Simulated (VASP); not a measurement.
A run of VASP 6.6.1:

File POSCAR:

```
SiC
1.0
   -0.0866864835      2.0913658667      2.0913658667
    2.0913658667     -0.0866864835      2.0913658667
    2.0913658667      2.0913658667     -0.0866864835
Si C
1 1
Direct
   -0.0026964242     -0.0026964242     -0.0026964242
    0.2526964242      0.2526964242      0.2526964242
```

File INCAR.step1:

```
SYSTEM = SiC
PREC = Accurate
ENCUT = 520
EDIFF = 1E-5
ISMEAR = 0
SIGMA = 0.01
LREAL = .False.
LASPH = .True.
NELM = 60
ALGO = Normal
ISIF = 2
LWAVE = .True.
LCHARG = .False.
GGA = PE
NBANDS = 11
```

Contents of INCAR.step2:

```
SYSTEM = SiC
PREC = Accurate
ENCUT = 520
EDIFF = 1E-6
ISMEAR = 0
SIGMA = 0.01
LREAL = .False.
LASPH = .True.
NELM = 60
ALGO = Normal
ISIF = 2
LWAVE = .False.
LCHARG = .False.
GGA = PE
LHFCALC = .True.
HFSCREEN = 0.2079
PRECFOCK = Normal
ISTART = 1
NBANDS = 11
```

File KPOINTS:

```
Automatic mesh
0
Gamma
  8 8 8
  0 0 0
```

Potentials or basis: VASP PAW PBE potentials, release 64 (Si, C).

Launch:

```sh
$ cat potpaw_PBE.64/Si/POTCAR potpaw_PBE.64/C/POTCAR > POTCAR
$ cp INCAR.step1 INCAR
$ mpirun -np 1 vasp_std > vasp.out
$ cp INCAR.step2 INCAR
$ mpirun -np 1 vasp_std > vasp.out
```

Hardware: 1 thread of Oxide Virtual Turin-like Processor, with other jobs on the host.

Q: How long does it take, and how much memory?

A: It took 56 min on 1 thread of Oxide Virtual Turin-like Processor, with other jobs on the host, peak memory 0.23 GiB. Counts: k points 65.
